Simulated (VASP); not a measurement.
Here is a VASP 6.6.1 calculation.

Contents of INCAR:

```
SYSTEM = MgC2
PREC = Accurate
ENCUT = 600
EDIFF = 1E-6
ISMEAR = 1
SIGMA = 0.02
LREAL = .False.
LASPH = .True.
NELM = 60
ALGO = Normal
ISIF = 3
LWAVE = .False.
LCHARG = .False.
GGA = PE
IBRION = 2
NSW = 80
EDIFFG = -0.03
```

KPOINTS

```
regular mesh
0
Gamma
  5 5 7
  0 0 0
```

File POSCAR:

```
MgC2
1.0
    4.9300000000      0.0000000000      0.0000000000
    0.0000000000      4.9300000000      0.0000000000
    0.0000000000      0.0000000000      3.2045000000
Mg C
2 4
Direct
    0.0000000000      0.0000000000      0.0000000000
    0.5000000000      0.5000000000      0.5000000000
    0.3050000000      0.3050000000      0.0000000000
    0.1950000000      0.8050000000      0.5000000000
    0.6950000000      0.6950000000      0.0000000000
    0.8050000000      0.1950000000      0.5000000000
```

Potentials or basis: VASP PAW PBE potentials, release 64 (Mg, C).

The run is started by

```sh
$ cat potpaw_PBE.64/Mg/POTCAR potpaw_PBE.64/C/POTCAR > POTCAR
$ mpirun -np 1 vasp_std > vasp.out
```

Question: What does it give for the relaxed volume?

Answer: 12.57 Å³/atom.

Question: Predict the space group after relaxing (to 0.1 Å).

Answer: P4_2/mnm (No. 136).

Final structure:
```
Mg C
1.0
     3.96784    0.00000    0.00000
     0.00000    3.96784    0.00000
     0.00000    0.00000    4.79011
Mg C
2 4
Direct
  0.00000 0.00000 0.00000
  0.50000 0.50000 0.50000
  0.38810 0.38810 0.00000
  0.11190 0.88810 0.50000
  0.61190 0.61190 0.00000
  0.88810 0.11190 0.50000
```

Caveat: a cell axis changed by over 15 % at a fixed basis, so the end point is rough.
